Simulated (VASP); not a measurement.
Set up this calculation in VASP 6.6.1, as the native input.

- Task: single point
- Functional: PBEsol
- Potentials or basis: VASP PAW PBE potentials, release 64 (Fe)
- Cutoff: 520 eV
- k mesh: 10 × 10 × 6
- Occupations: fermi-dirac, width 0.05 eV
- Spin: collinear spin, ferromagnetic start
- Starting moments: [1.5, 1.5] μB
- Fixed moment: 3 μB
- Dipole correction: no
- Further INCAR settings: ALGO = Normal; EDIFF = 1e-07; NBANDS = 19

The structure of Fe lies in POSCAR:

```
Fe
1.0
    2.4341575853      0.0000000000      0.0000000000
   -1.2170787927      2.1080423057      0.0000000000
    0.0000000000      0.0000000000      3.8419344700
Fe
2
Direct
    0.6666666667      0.3333333333      0.7500000000
    0.3333333333      0.6666666667      0.2500000000
```

These files were run (other wordings do the same):

INCAR

```
SYSTEM = Fe
ALGO = Normal
EDIFF = 1E-7
ENCUT = 520
GGA = PS
ISIF = 2
ISMEAR = -1
ISPIN = 2
LASPH = .True.
LCHARG = .False.
LMAXMIX = 4
LORBIT = 11
LREAL = .False.
LWAVE = .False.
MAGMOM = 1.5 1.5
NBANDS = 19
NELM = 150
NUPDOWN = 3.0
PREC = Accurate
SIGMA = 0.05
```

KPOINTS

```
k-points
0
Gamma
  10 10 6
  0 0 0
```

Potentials or basis: VASP PAW PBE potentials, release 64 (Fe).

Command:

```console
$ cat potpaw_PBE.64/Fe/POTCAR > POTCAR
$ mpirun -np 1 vasp_std > vasp.out
```

It gave:

The pressure is 18.4 GPa. The net moment is 3.00 μB per cell and the site moments are Fe +1.47 μB. The valence electrons inside the program's atomic spheres are Fe 7.62.

Caveat: the PAW data sets were made with another functional, which shifts forces and pressure a little; the total moment is fixed, so each spin has its own Fermi level.

It took 18 s on 1 thread of Intel(R) Xeon(R) 6975P-C (Granite Rapids), with other jobs on the host, peak memory 0.15 GiB.
